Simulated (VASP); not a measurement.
**Ge: single point with PBE**

The system is Ge.

```
Ge
1.0
     4.24077    0.00000    0.00000
    -2.12039    3.67262    0.00000
     0.00000    0.00000    6.62339
Ge
4
Direct
  0.66667 0.33333 0.05949
  0.33333 0.66667 0.55949
  0.66667 0.33333 0.44051
  0.33333 0.66667 0.94051
```

This cell differs from its parent crystal: biaxial strain in the a-b plane: +4.5 %, then relaxed in part.

```json
{
  "Program": "VASP 6.6.1",
  "Task": "single point",
  "Functional": "PBE",
  "Potentials or basis": "VASP PAW PBE potentials, release 64 (Ge_d)",
  "Cutoff": "520 eV",
  "k mesh": "12 × 12 × 8",
  "Occupations": "gaussian, width 0.1 eV",
  "Spin": "no spin polarisation"
}
```

- Pressure: -3.7 GPa
- Band gap on the k mesh: zero (bands 28 and 29 overlap by 0.42 eV)

Stress tensor (GPa, compression positive):
```
-5.50  0.00  0.00
 0.00 -5.50  0.00
 0.00  0.00  0.00
```

Levels at points of the mesh, in eV from the Fermi level:
```csv
k point,band 24,band 25,band 26,band 27,band 28,band 29,band 30,band 31,band 32,band 33
"(0.00, 0.00, 0.00)",-1.44,-1.44,-0.94,-0.80,0.14,0.14,0.16,2.16,2.16,3.20
"(0.50, 0.00, 0.00)",-6.26,-3.86,-2.74,-2.26,-1.13,0.48,1.55,3.71,3.91,4.67
"(0.00, 0.00, 0.50)",-4.40,-0.83,-0.83,-0.83,-0.83,0.09,0.09,3.23,3.23,3.23
"(0.50, 0.00, 0.50)",-7.33,-2.09,-2.09,-1.92,-1.92,0.63,0.63,2.36,2.36,5.97
```

Wall time 4 min on 1 thread of Intel(R) Xeon(R) Platinum 8488C (Sapphire Rapids) (shared host), peak memory 0.37 GiB.

Caveat: the cell differs from its parent crystal (biaxial strain in the a-b plane: +4.5 %, then relaxed in part); the stress differs along the axes, from -6 to 0 GPa; semilocal functionals underestimate gaps, and a narrow one can read as zero.
